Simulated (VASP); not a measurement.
# Si (P6/mmm) in VASP: a series of runs

Si is run at these levels: r2SCAN; tasks: single point.

Program: VASP 6.6.1. These are calculated values, not measurements. Logs are shortened: lines on timing, memory, paths and dates and some standing lists are left out, and cuts for length are marked.

## Step 1: The cell of the first run

The structure is hexagonal, space group P6/mmm (No. 191). Conventional cell: a = 2.555 Å, b = 2.555 Å, c = 2.405 Å, α = 90.00°, β = 90.00°, γ = 120.00°. Within 3.2 Å of Si (site symmetry 6/mmm) lie 8 Si at 2.40 to 2.56 Å.

## Step 2: Single point, r2SCAN (strain -0.025 along x and y, -0.025 along z)

Contents of POSCAR:

```
Si
1.0
    2.5550292445      0.0000000000      0.0000000000
   -1.2775146223      2.2127202332      0.0000000000
    0.0000000000      0.0000000000      2.4046955302
Si
1
Direct
    0.0000000000      0.0000000000      0.0000000000
```

Contents of INCAR.step1:

```
SYSTEM = Si
PREC = Accurate
ENCUT = 520
ISMEAR = 0
SIGMA = 0.15
LREAL = .False.
LASPH = .True.
NELM = 60
NBANDS = 8
GGA = PE
ALGO = Normal
EDIFF = 1E-4
LWAVE = .True.
LCHARG = .False.
```

Contents of INCAR.step2:

```
SYSTEM = Si
PREC = Accurate
ENCUT = 520
EDIFF = 1E-6
ISMEAR = 0
SIGMA = 0.15
LREAL = .False.
LASPH = .True.
NELM = 60
ALGO = Normal
ISIF = 2
LWAVE = .False.
LCHARG = .False.
METAGGA = R2SCAN
LMIXTAU = .True.
NBANDS = 8
ISTART = 1
```

Contents of KPOINTS:

```
regular mesh
0
Gamma
  24 24 20
  0 0 0
```

Potentials or basis: VASP PAW PBE potentials, release 64 (Si).

Launch:

```sh
$ cat potpaw_PBE.64/Si/POTCAR > POTCAR
$ cp INCAR.step1 INCAR
$ mpirun -np 1 vasp_std > vasp.out
$ cp INCAR.step2 INCAR
$ mpirun -np 1 vasp_std > vasp.out
```

OUTCAR:

```text
SYSTEM = Si
   PREC = Accurate
   ENCUT = 520
   EDIFF = 1E-6
   ISMEAR = 0
   LREAL = .False.
   LASPH = .True.
   NELM = 60
   ISIF = 2
   METAGGA = R2SCAN
   ISTART = 1

 ion  position               nearest neighbor table
   1  0.000  0.000  0.000-

  LATTYP: Found a hexagonal cell.
 ALAT       =     2.5550292445
 C/A-ratio  =     0.9411616463

  Lattice vectors:

 A1 = (   2.5550292445,   0.0000000000,   0.0000000000)
 A2 = (  -1.2775146223,   2.2127202332,   0.0000000000)
 A3 = (   0.0000000000,   0.0000000000,   2.4046955302)

Analysis of symmetry for initial positions (statically):
=====================================================================
 Subroutine PRICEL returns:
 Original cell was already a primitive cell.

 Routine SETGRP: Setting up the symmetry group for a
 hexagonal supercell.

 Subroutine GETGRP returns: Found 24 space group operations
 (whereof 24 operations were pure point group operations)
 out of a pool of 24 trial point group operations.

The static configuration has the point symmetry D_6h.

Analysis of symmetry for dynamics (positions and initial velocities):
=====================================================================
 Subroutine PRICEL returns:
 Original cell was already a primitive cell.

 Routine SETGRP: Setting up the symmetry group for a
 hexagonal supercell.

 Subroutine GETGRP returns: Found 24 space group operations
 (whereof 24 operations were pure point group operations)
 out of a pool of 24 trial point group operations.

The dynamic configuration has the point symmetry D_6h.

 Subroutine INISYM returns: Found 24 space group operations
 (whereof 24 operations are pure point group operations),
 and found     1 'primitive' translations

----------------------------------------------------------------------------------------

                                     Primitive cell

  volume of cell :      13.5951

  direct lattice vectors                    reciprocal lattice vectors
     2.555029245  0.000000000  0.000000000     0.391384953  0.225966208  0.000000000
    -1.277514622  2.212720233  0.000000000     0.000000000  0.451932416  0.000000000
     0.000000000  0.000000000  2.404695530     0.000000000  0.000000000  0.415853062

  length of vectors
     2.555029245  2.555029245  2.404695530     0.451932416  0.451932416  0.415853062

  position of ions in fractional coordinates (direct lattice)
     0.000000000  0.000000000  0.000000000

  ion indices of the primitive-cell ions
   primitive index   ion index
                 1           1

----------------------------------------------------------------------------------------

 KPOINTS: regular mesh

Automatic generation of k-mesh.
 Grid dimensions read from file:
 generate k-points for:   24   24   20

 Generating k-lattice:

  Cartesian coordinates                     Fractional coordinates (reciprocal lattice)
     0.016307706  0.009415259  0.000000000     0.041666667  0.000000000  0.000000000
     0.000000000  0.018830517  0.000000000     0.000000000  0.041666667  0.000000000
     0.000000000  0.000000000  0.020792653     0.000000000  0.000000000  0.050000000

  Length of vectors
     0.018830517  0.018830517  0.020792653

  Shift w.r.t. Gamma in fractional coordinates (k-lattice)
     0.000000000  0.000000000  0.000000000

 Subroutine IBZKPT returns following result:
 ===========================================

 Found    671 irreducible k-points:

 Following reciprocal coordinates:
            Coordinates               Weight
  0.000000  0.000000  0.000000      1.000000
  0.041667  0.000000  0.000000      6.000000
  0.083333  0.000000  0.000000      6.000000
  0.125000  0.000000  0.000000      6.000000
  0.166667  0.000000  0.000000      6.000000
  0.208333  0.000000  0.000000      6.000000
[... 16 lines left out ...]
  0.416667  0.041667  0.000000     12.000000
  0.458333  0.041667  0.000000     12.000000
 [... further k-points ...]
   k-points           NKPTS =    671   k-points in BZ     NKDIM =    671   number of bands    NBANDS=      8
   number of dos      NEDOS =    301   number of ions     NIONS =      1
   total plane-waves  NPLWV =   7200
   dimension x,y,z NGX =    20 NGY =   20 NGZ =   18
   dimension x,y,z NGXF=    40 NGYF=   40 NGZF=   36
   ions per type =               1
   NGX,Y,Z   is equivalent  to a cutoff of  13.01, 13.01, 12.44 a.u.
   NGXF,Y,Z  is equivalent  to a cutoff of  26.03, 26.03, 24.89 a.u.
 SYSTEM =  Si
   PREC   = accura    normal or accurate (medium, high low for compatibility)
   ISTART =      1    job   : 0-new  1-cont  2-samecut
   ICHARG =      0    charge: 1-file 2-atom 10-const
   ISPIN  =      1    spin polarized calculation?
   LNONCOLLINEAR =      F non collinear calculations
   LSORBIT =      F    spin-orbit coupling
   LASPH  =      T    aspherical Exc in radial PAW
   ENCUT  =  520.0 eV  38.22 Ry    6.18 a.u.   4.75  4.75  4.47*2*pi/ulx,y,z
   NELM   =     60;   NELMIN=  2; NELMDL=  0     # of ELM steps
   EDIFF  = 0.1E-05   stopping-criterion for ELM
   LREAL  =      F    real-space projection
   EDIFFG = 0.1E-04   stopping-criterion for IOM
   NSW    =      0    number of steps for IOM
   IBRION =     -1    ionic relax: 0-MD 1-quasi-New 2-CG
   NFREE  =      0    steps in history (QN), initial steepest desc. (CG)
   ISIF   =      2    stress and relaxation
   ISYM   =      2    0-nonsym 1-usesym 2-fastsym
   POTIM  = 0.5000    time-step for ionic-motion
   TEBEG  =    0.0;   TEEND  =   0.0 temperature during run
   PSTRESS=    0.0 pullay stress
   NELECT =       4.0000    total number of electrons
   NUPDOWN=      -1.0000    fix difference up-down
   EMIN   =  10.00;   EMAX   =-10.00  energy-range for DOS
   EFERMI =   0.00;   METHOD = LEGACY
   ISMEAR =     0;   SIGMA  =   0.15  broadening in eV -4-tet -1-fermi 0-gaus
   EFERMI_NEDOS =   21; number of points for ismear=-14 and -15
   IALGO  =     38    algorithm
   IMIX   =      4    mixing-type and parameters
     AMIX     =   0.40;   BMIX     =  1.00
     AMIX_MAG =   1.60;   BMIX_MAG =  1.00
  volume/ion in A,a.u.               =      13.60        91.74
  Fermi-wavevector in a.u.,A,eV,Ry     =   1.088848  2.057625 16.130937  1.185590
  Thomas-Fermi vector in A             =   2.225039
   LORBIT       =      0    0 simple, 1 ext, 2 COOP (PROOUT), +10 PAW based schemes
   METAGGA = R2SCAN    functional components
   LHFCALC =     F    Hartree Fock is set to
   AEXX    =    0.0000 exact exchange contribution
   IVDW    =     0    specifies the selected vdW correction
   LEPSILON=     F    determine dielectric tensor
   LRPA    =     F    only Hartree local field effects (RPA)
 non-spin polarized calculation
 Gauss-broadening in eV      SIGMA  =   0.15
  energy-cutoff  :      520.00
  volume of cell :       13.60
 maximum number of plane-waves:       393
 NGX is ok and might be reduce to    20
   NGX =  9   NGY =  9   NGZ =  9

 number of electron       4.0000000 magnetization

 Free energy of the ion-electron system (eV)
  ---------------------------------------------------
  ext. energy  EPLUGINS =         0.00000000
  ---------------------------------------------------
  free energy    TOTEN  =        -8.28041366 eV

  energy without entropy =       -8.27650702  energy(sigma->0) =       -8.27846034

 E-fermi :  10.7621     XC(G=0): -12.0095

 val. band max:       10.7325648459   @ k =   0.4167   0.1667   0.0000
 cond. band min:      10.7694799611   @ k =   0.2083   0.0833   0.2500
 fundamental gap:      0.0369151152
 Fermi energy:        10.7620677594

 k-point     1 :       0.0000    0.0000    0.0000
  band No.  band energies     occupation
      1      -4.9231      2.00000
      2      18.6606      0.00000
      3      19.7313      0.00000
      4      22.7095      0.00000
      5      22.7095      0.00000
      6      24.0662      0.00000
      7      24.0662      0.00000
      8      29.9520      0.00000

 k-point     2 :       0.0417    0.0000    0.0000
  band No.  band energies     occupation
      1      -4.8688      2.00000
      2      18.5060      0.00000
      3      19.7772      0.00000
      4      22.0480      0.00000
      5      22.1206      0.00000
      6      24.2841      0.00000
      7      24.7483      0.00000
      8      30.5752      0.00000

 k-point     3 :       0.0833    0.0000    0.0000
  band No.  band energies     occupation
      1      -4.7058      2.00000
      2      17.9408      0.00000
      3      19.9150      0.00000
      4      20.9537      0.00000
      5      21.2244      0.00000
      6      24.4868      0.00000
      7      25.9238      0.00000
      8      32.0944      0.00000

 k-point     4 :       0.1250    0.0000    0.0000
  band No.  band energies     occupation
      1      -4.4346      2.00000
      2      16.8077      0.00000
      3      20.1295      0.00000
      4      20.1445      0.00000
      5      20.3662      0.00000
      6      24.6301      0.00000
      7      27.2460      0.00000
      8      33.8212      0.00000

 k-point     5 :       0.1667    0.0000    0.0000
  band No.  band energies     occupation
      1      -4.0554      2.00000
      2      15.2579      0.00000
      3      19.5862      0.00000
      4      19.6026      0.00000
      5      20.4654      0.00000
      6      24.8258      0.00000
      7      28.6719      0.00000
      8      35.0150      0.00000

 k-point     6 :       0.2083    0.0000    0.0000
  band No.  band energies     occupation
      1      -3.5691      2.00000
      2      13.5515      0.00000
      3      18.8938      0.00000
      4      19.1974      0.00000
      5      20.8772      0.00000
      6      25.1349      0.00000
      7      30.1879      0.00000
      8      35.5040      0.00000

 k-point     7 :       0.2500    0.0000    0.0000
  band No.  band energies     occupation
      1      -2.9765      2.00000
      2      11.8222      0.00000
      3      18.2920      0.00000
      4      18.8369      0.00000
      5      21.3794      0.00000
      6      25.5795      0.00000
      7      31.7834      0.00000
      8      34.1124      0.00000
[... 133 lines left out ...]
 k-point    20 :       0.2917    0.0417    0.0000
  band No.  band energies     occupation
      1      -1.8505      2.00000
      2       9.3374      2.00000
      3      16.3162      0.00000
      4      19.5935      0.00000
      5      22.3322      0.00000
      6      26.5583      0.00000
      7      32.0574      0.00000
      8      33.8922      0.00000

 k-point    21 :       0.3333    0.0417    0.0000
  band No.  band energies     occupation
      1      -0.9975      2.00000
      2       7.7389      2.00000
      3      15.9548      0.00000
      4      19.3377      0.00000
      5      23.0505      0.00000
      6      27.3161      0.00000
      7      30.7293      0.00000
      8      35.0011      0.00000

 k-point    22 :       0.3750    0.0417    0.0000
  band No.  band energies     occupation
      1      -0.0434      2.00000
      2       6.2199      2.00000
      3      15.6821      0.00000
      4      19.1350      0.00000
      5      23.8441      0.00000
      6      28.1801      0.00000
      7      29.4662      0.00000
      8      34.1618      0.00000

 k-point    23 :       0.4167    0.0417    0.0000
  band No.  band energies     occupation
      1       1.0082      2.00000
      2       4.7896      2.00000
      3      15.4995      0.00000
      4      18.9950      0.00000
      5      24.6871      0.00000
      6      28.3050      0.00000
      7      29.1114      0.00000
      8      33.0235      0.00000

 k-point    24 :       0.4583    0.0417    0.0000
  band No.  band energies     occupation
      1       2.1371      2.00000
      2       3.4707      2.00000
      3      15.4079      0.00000
      4      18.9235      0.00000
      5      25.4474      0.00000
      6      27.3840      0.00000
      7      29.9562      0.00000
      8      32.0533      0.00000

 [... further k-points ...]

------------------------ aborting loop because EDIFF is reached ----------------------------------------

  FORCE on cell =-STRESS in cart. coord.  units (eV):
  Direction    XX          YY          ZZ          XY          YZ          ZX
  --------------------------------------------------------------------------------------
  -------------------------------------------------------------------------------------
  Total        1.0445400      1.0445400      1.1973433     -0.0000000     -0.0000000      0.0000000
  in kB      123.0986218    123.0986218    141.1064236     -0.0000000     -0.0000000      0.0000000
  external PRESSURE =     129.1012224 kB  Pullay stress =       0.0000000 kB

 VOLUME and BASIS-vectors are now :
 -----------------------------------------------------------------------------
  energy-cutoff  :      520.00
  volume of cell :       13.60
      direct lattice vectors                 reciprocal lattice vectors
     2.555029245  0.000000000  0.000000000     0.391384953  0.225966208  0.000000000
    -1.277514622  2.212720233  0.000000000     0.000000000  0.451932416  0.000000000
     0.000000000  0.000000000  2.404695530     0.000000000  0.000000000  0.415853062

 POSITION                                       TOTAL-FORCE (eV/Angst)
 -----------------------------------------------------------------------------------
      0.00000      0.00000      0.00000        -0.000000      0.000000      0.000000
 -----------------------------------------------------------------------------------
    total drift:                               -0.000000     -0.000000      0.000000

  FREE ENERGIE OF THE ION-ELECTRON SYSTEM (eV)
  ---------------------------------------------------
  free  energy   TOTEN  =        -8.2804136598 eV

  energy  without entropy=       -8.2765070206  energy(sigma->0) =       -8.27846034
```

Wall time 3.2 min (1 thread of Intel Xeon Platinum 8259CL at 2.50GHz (Skylake/Cascade Lake), shared host); peak memory 0.17 GiB.

Results:

| Property | Result |
| --- | --- |
| Free energy | -8.2804 eV |
| Pressure | 12.9 GPa |
| Band gap on the k mesh | zero (band 2 reaches 18.66 eV, above the bottom of band 3 at 5.47 eV) |

Levels at points of the mesh, in eV from the Fermi level:
```csv
k point,band 1,band 2,band 3,band 4,band 5
"(0.00, 0.00, 0.00)",-15.69,7.90,8.97,11.95,11.95
"(0.50, 0.00, 0.00)",-8.24,-7.78,5.86,6.90,14.81
"(0.00, 0.00, 0.50)",-10.11,-8.20,16.38,16.38,16.40
"(0.50, 0.00, 0.50)",-3.44,-2.47,-1.60,1.33,10.21
```

Caveat: the cell differs from its parent crystal (strain -0.025 along x and y, -0.025 along z); the PAW data sets were made with another functional, which shifts forces and pressure a little.

[end of part 1 of 2]
